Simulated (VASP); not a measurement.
Set up this calculation in VASP 6.6.1, as the native input.

```yaml
Task: single point
Functional: PBEsol
Potentials_or_basis: VASP PAW PBE potentials, release 64 (Li_sv)
Cutoff: 520 eV
k_mesh: 9 × 9 × 9
Occupations: fermi-dirac, width 0.05 eV
Spin: no spin polarisation
Dipole_correction: no
Further_INCAR_settings: ALGO = Normal; EDIFF = 1e-07; NBANDS = 8
```

The structure of Li lies in POSCAR:

```
Li
1.0
   -1.7546500000      1.7546500000      1.7546500000
    1.7546500000     -1.7546500000      1.7546500000
    1.7546500000      1.7546500000     -1.7546500000
Li
1
Direct
    0.0000000000      0.0000000000      0.0000000000
```

These files were run (other wordings do the same):

INCAR

```
SYSTEM = Li
ALGO = Normal ; EDIFF = 1E-7
ENCUT = 520 ; GGA = PS
ISIF = 2 ; ISMEAR = -1
LASPH = .True. ; LCHARG = .True.
LELF = .True. ; LREAL = .False.
LVHAR = .True. ; LWAVE = .False.
NBANDS = 8 ; NELM = 80
PREC = Accurate ; SIGMA = 0.05
```

KPOINTS

```
k-points
0
Gamma
  9 9 9
  0 0 0
```

Potentials or basis: VASP PAW PBE potentials, release 64 (Li_sv).

Command:

```bash
$ cat potpaw_PBE.64/Li_sv/POTCAR > POTCAR
$ mpirun -np 1 vasp_std > vasp.out
```

It took 2.6 s on 1 thread of Intel(R) Xeon(R) 6975P-C (Granite Rapids) (shared host), peak memory 0.13 GiB.
